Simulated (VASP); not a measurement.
Wanted: the native input for a VASP 6.6.1 run.

```yaml
Task: relaxation of cell and atoms
Functional: PBE
Potentials_or_basis: VASP PAW PBE potentials, release 64 (Sb_d_GW, O)
Cutoff: 700 eV
k_mesh: 6 × 6 × 2
Occupations: gaussian, width 0.1 eV
Spin: no spin polarisation
Dipole_correction: no
Further_INCAR_settings: ALGO = Normal; EDIFF = 1e-07; IBRION = 2; EDIFFG = -0.04; NSW = 90; ISIF = 3
```

The structure of SbO5 lies in POSCAR:

```
SbO5
1.0
    2.5598886500      0.0000000000      0.0000000000
   -1.2799443300      2.2169286000      0.0000000000
    0.0000000000      0.0000000000     12.4429551600
Sb O
1 5
Direct
    0.0000000000      0.0000000000      0.0000000000
    0.6666666700      0.3333333300      0.8353336500
    0.0000000000      0.0000000000      0.6676422400
    0.6666666700      0.3333333300      0.5000000000
    0.0000000000      0.0000000000      0.3323577600
    0.6666666700      0.3333333300      0.1646663500
```

The cell was generated, and may not be a known phase.

These files were run (other wordings do the same):

INCAR

```
  PREC = Accurate
  ENCUT = 700
  EDIFF = 1E-7
  ISMEAR = 0
  SIGMA = 0.1
  LREAL = False
  LASPH = True
  NELM = 120
  ALGO = Normal
  ISIF = 3
  LWAVE = False
  LCHARG = False
  GGA = PE
  IBRION = 2
  NSW = 90
  EDIFFG = -0.04
  GGA_COMPAT = False
  NELMIN = 4
```

KPOINTS

```
regular mesh
0
Gamma
  6 6 2
```

Potentials or basis: VASP PAW PBE potentials, release 64 (Sb_d_GW, O).

Run with:

```sh
$ cat potpaw_PBE.64/Sb_d_GW/POTCAR potpaw_PBE.64/O/POTCAR > POTCAR
$ mpirun -np 1 vasp_std > vasp.out
```

It gave:

```json
{
 "Relaxed volume": "15.54 Å³/atom",
 "Relaxed cell": "a = 3.286 Å, b = 3.286 Å, c = 9.975 Å, α = 90.00°, β = 90.00°, γ = 120.00°",
 "Space group after relaxing (to 0.1 Å)": "P-6m2 (No. 187)",
 "Energy gained by relaxing": "1963.5 meV/atom",
 "Ionic steps": "42",
 "Pressure after relaxing": "0.1 GPa",
 "Largest force after relaxing": "0.034 eV/Å",
 "Band gap on the k mesh": "zero (an odd number of electrons rules out a gap without spin polarisation)"
}
```

Caveat: the k points lie up to 0.37 Å⁻¹ apart in the final cell, too coarse for converged energies and pressures of a metal; the volume moved by over 15 % at a fixed basis, so the end points are rough; spin-orbit coupling is left out, which moves the levels of the heavy elements; an odd number of electrons without spin polarisation forces a metal; a magnetic or distorted state may lie lower.

It took 17 min on 1 thread of Intel(R) Xeon(R) 6975P-C (Granite Rapids), on a shared host, peak memory 0.28 GiB.
